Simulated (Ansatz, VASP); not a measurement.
TiO2: VASP beside Ansatz

The input POSCAR:

```
TiO2
1.0
    4.6870106896      0.0000000000      0.0000000000
    0.0000000000      4.6870106896      0.0000000000
    0.0000000000      0.0000000000      3.0114176484
Ti O
2 4
Direct
    0.0000000000      0.0000000000      0.0000000000
    0.5000000000      0.5000000000      0.5000000000
    0.3046432207      0.3046432207      0.0000000000
    0.1953567793      0.8046432207      0.5000000000
    0.8046432207      0.1953567793      0.5000000000
    0.6953567793      0.6953567793      0.0000000000
```

File INCAR.step1:

```
PREC = Accurate
ENCUT = 520
ISMEAR = 0
SIGMA = 0.01
LREAL = False
LASPH = True
NELM = 80
NBANDS = 33
GGA = PE
ALGO = Normal
EDIFF = 1E-4
LWAVE = True
LCHARG = False
```

File INCAR.step2:

```
PREC = Accurate
ENCUT = 520
EDIFF = 1E-6
ISMEAR = 0
SIGMA = 0.01
LREAL = False
LASPH = True
NELM = 80
ALGO = Normal
ISIF = 2
LWAVE = False
LCHARG = True
METAGGA = R2SCAN
LMIXTAU = True
LELF = True
LVHAR = True
NBANDS = 33
ISTART = 1
```

The input KPOINTS:

```
Automatic mesh
0
Gamma
  4 4 8
```

Input for Ansatz:

```yaml
crystal:
  lattice:
    - [4.6870106896, 0.0, 0.0]
    - [0.0, 4.6870106896, 0.0]
    - [0.0, 0.0, 3.0114176484]
  atoms:
    - { symbol: Ti, position: [0.0, 0.0, 0.0] }
    - { symbol: Ti, position: [0.5, 0.5, 0.5] }
    - { symbol: O, position: [0.3046432207, 0.3046432207, 0.0] }
    - { symbol: O, position: [0.1953567793, 0.8046432207, 0.5] }
    - { symbol: O, position: [0.8046432207, 0.1953567793, 0.5] }
    - { symbol: O, position: [0.6953567793, 0.6953567793, 0.0] }
kpoints:
  mp_grid: { grid: [4, 4, 8] }
hamiltonian:
  xc: r2scan
scf:
  occupations: { method: fixed }
  n_extra_bands: 5
output:
  forces: true
  stress: true
  eigenvalues: true
```

Alike in both runs: task single point; functional r2SCAN; k mesh 4 × 4 × 8; no spin polarisation.

```csv
,VASP,Ansatz
version,VASP 6.6.1,Ansatz 0.2.0
potentials or method,"VASP PAW PBE potentials, release 64 (Ti_sv, O)","plane waves, PAW"
plane-wave cutoff (eV),520,500
occupations,"gaussian, width 0.01 eV",fixed
valence electrons in the cell,48,48
```

```csv
,VASP,Ansatz,Ansatz less VASP
gap on the k mesh at the Fermi level (eV),2.07,2.06,-0.010
pressure (GPa),-11.9,-13.0,-1.04
"traceless stress, the component that is largest in VASP (GPa)",-1.84,-2.24,-0.407
rms of the force components (eV/Å),0.114,0.128,+0.0142
```

VASP's potentials were made for PBE, not for r2SCAN. Atom by atom the forces differ by 0.014 eV/Å (rms over components).
